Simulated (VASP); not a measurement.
Wanted: the native input for a VASP 6.6.1 run.

| Property | Result |
| --- | --- |
| Task | single point |
| Functional | PBEsol |
| Potentials or basis | VASP PAW PBE potentials, release 64 (Cd, Se) |
| Cutoff | 520 eV |
| k mesh | 6 × 6 × 6 |
| Occupations | fermi-dirac, width 0.01 eV |
| Spin | non-collinear spin, zero start, spin-orbit coupling |
| Starting moments | [[0.0, 0.0, 0.0], [0.0, 0.0, 0.0]] μB |
| Dipole correction | no |
| Further INCAR settings | ALGO = Normal; EDIFF = 1e-06; NBANDS = 30 |

The structure of CdSe lies in POSCAR:

```
CdSe
1.0
    3.1021407019      3.1021407019      0.0000000000
   -3.1021407019      3.1021407019      0.0000000000
    0.0000000000      3.1021407019      2.9506831525
Cd Se
1 1
Direct
    0.0000000000      0.0000000000      0.0000000000
    0.7500000000      0.2500000000      0.5000000000
```

This cell differs from its parent crystal: film at in-plane strain +0.02.

One way to write it, as run:

INCAR

```
SYSTEM = CdSe
PREC = Accurate
ENCUT = 520
EDIFF = 1E-6
ISMEAR = -1
SIGMA = 0.01
LREAL = .FALSE.
LASPH = .TRUE.
NELM = 150
ALGO = Normal
ISIF = 2
LWAVE = .FALSE.
LCHARG = .FALSE.
MAGMOM = 0 0 0 0 0 0
LORBIT = 11
LSORBIT = .TRUE.
GGA_COMPAT = .FALSE.
LORBMOM = .TRUE.
GGA = PS
NBANDS = 30
```

KPOINTS

```
Automatic mesh
0
G
  6 6 6
  0 0 0
```

Potentials or basis: VASP PAW PBE potentials, release 64 (Cd, Se).

Launch:

```sh
$ cat potpaw_PBE.64/Cd/POTCAR potpaw_PBE.64/Se/POTCAR > POTCAR
$ mpirun -np 1 vasp_ncl > vasp.out
```

Results of the run:

* Pressure: -0.2 GPa
* Net moment: 0.00 μB per cell
* Valence electrons inside the program's atomic spheres: Cd 10.31; Se 3.84

Caveat: the cell differs from its parent crystal (film at in-plane strain +0.02); the PAW data sets were made with another functional, which shifts forces and pressure a little.

Run time: 2.5 min on 1 thread of Intel(R) Xeon(R) Platinum 8259CL CPU @ 2.50GHz (Skylake/Cascade Lake), with other jobs on the host, peak memory 0.41 GiB.
